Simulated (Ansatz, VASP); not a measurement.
**Ir in VASP and in Ansatz**

File INCAR:

```
ALGO = Fast
EDIFF = 1E-7
EDIFFG = -0.01
ENCUT = 600
GGA = PS
IBRION = 2
ISIF = 3
ISMEAR = 0
LASPH = T
LCHARG = F
LREAL = F
LWAVE = F
NELM = 60
NSW = 80
PREC = Accurate
SIGMA = 0.1
```

The input KPOINTS:

```
k-points
0
Gamma
  18 18 10
```

File POSCAR:

```
Ir
1.0
    2.7122748925      0.0000000000      0.0000000000
   -1.3561374462      2.3488989589      0.0000000000
    0.0000000000      0.0000000000      4.4295454585
Ir
2
Direct
    0.3333333333      0.6666666667      0.2500000000
    0.6666666667      0.3333333333      0.7500000000
```

Input for Ansatz:

```yaml
crystal:
  lattice:
    - [2.7122748925, 0.0, 0.0]
    - [-1.3561374462, 2.3488989589, 0.0]
    - [0.0, 0.0, 4.4295454585]
  atoms:
    - { symbol: Ir, position: [0.3333333333, 0.6666666667, 0.25] }
    - { symbol: Ir, position: [0.6666666667, 0.3333333333, 0.75] }
basis:
  ecutwfc: 420
kpoints:
  mp_grid: { grid: [18, 18, 10] }
hamiltonian:
  xc: pbesol
scf:
  occupations: { method: gaussian, width: 0.1 }
output:
  forces: true
  stress: true
  eigenvalues: true
relax:
  adjacent_minimum: "off"
  f_tol: 0.01
  max_steps: 60
  cell: { stress_tol: 0.1 }
```

Alike in both runs: task relaxation of cell and atoms; functional PBEsol; k mesh 18 × 18 × 10; occupations gaussian, width 0.1 eV; no spin polarisation.

|  | VASP | Ansatz |
| --- | --- | --- |
| version | VASP 6.6.1 | Ansatz 0.2.0 |
| potentials or method | VASP PAW PBE potentials, release 64 (Ir), cutoff 600 eV | scalar-relativistic, plane waves, PAW |
| valence electrons in the cell | 18 | 34 |

Ansatz gave:

- gap on the k mesh at the Fermi level, each at its own relaxed structure (eV): none
- relaxed volume (Å³/atom): 14.11
- relaxed cell length with the largest relative difference (Å): 2.719

**Question.** What did VASP give for the same quantities?

**Answer.** gap on the k mesh at the Fermi level, each at its own relaxed structure (eV): none; relaxed volume (Å³/atom): 14.15; relaxed cell length with the largest relative difference (Å): 2.721.

VASP's potentials were made for PBE, not for PBEsol. A gap of «none» marks a metal or a gap that the smearing closes. VASP's potentials hold 18 valence electrons a cell and Ansatz's 34, so a difference there can come from the potentials and not from the codes.

Spin-orbit coupling is off throughout.
